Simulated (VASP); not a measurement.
Wanted: the native input for a VASP 6.6.1 run.

- Task: single point
- Functional: LDA
- Potentials or basis: VASP PAW LDA potentials, release 64 (Si)
- Cutoff: 520 eV
- k mesh: 24 × 24 × 20
- Occupations: gaussian, width 0.15 eV
- Spin: no spin polarisation
- Dipole correction: no
- Further INCAR settings: ALGO = Normal; EDIFF = 1e-07; NBANDS = 8

The structure of Si lies in POSCAR:

```
Si
1.0
    2.6205428149      0.0000000000      0.0000000000
   -1.3102714075      2.2694566494      0.0000000000
    0.0000000000      0.0000000000      2.5280132497
Si
1
Direct
    0.0000000000      0.0000000000      0.0000000000
```

This isn't the form of Si at room conditions, which is diamond.

This cell differs from its parent crystal: strain +0.000 along x and y, +0.025 along z.

These files were run (other wordings do the same):

INCAR

```
ALGO = Normal
EDIFF = 1E-7
ENCUT = 520
GGA = CA
ISIF = 2
ISMEAR = 0
LASPH = T
LCHARG = F
LREAL = F
LWAVE = F
NBANDS = 8
NELM = 60
PREC = Accurate
SIGMA = 0.15
```

KPOINTS

```
k-points
0
Gamma
  24 24 20
```

Potentials or basis: VASP PAW LDA potentials, release 64 (Si).

Run with:

```console
$ cat potpaw_LDA.64/Si/POTCAR > POTCAR
$ mpirun -np 1 vasp_std > vasp.out
```

It gave:

```yaml
Pressure: -3.5 GPa
Band_gap_on_the_k_mesh: zero (bands 2 and 3 overlap by 11.45 eV)
```

Caveat: the cell differs from its parent crystal (strain +0.000 along x and y, +0.025 along z); the cell stands under tension.

It took 67 s on 1 thread of Intel Xeon 8259CL, on a shared host, peak memory 0.17 GiB.
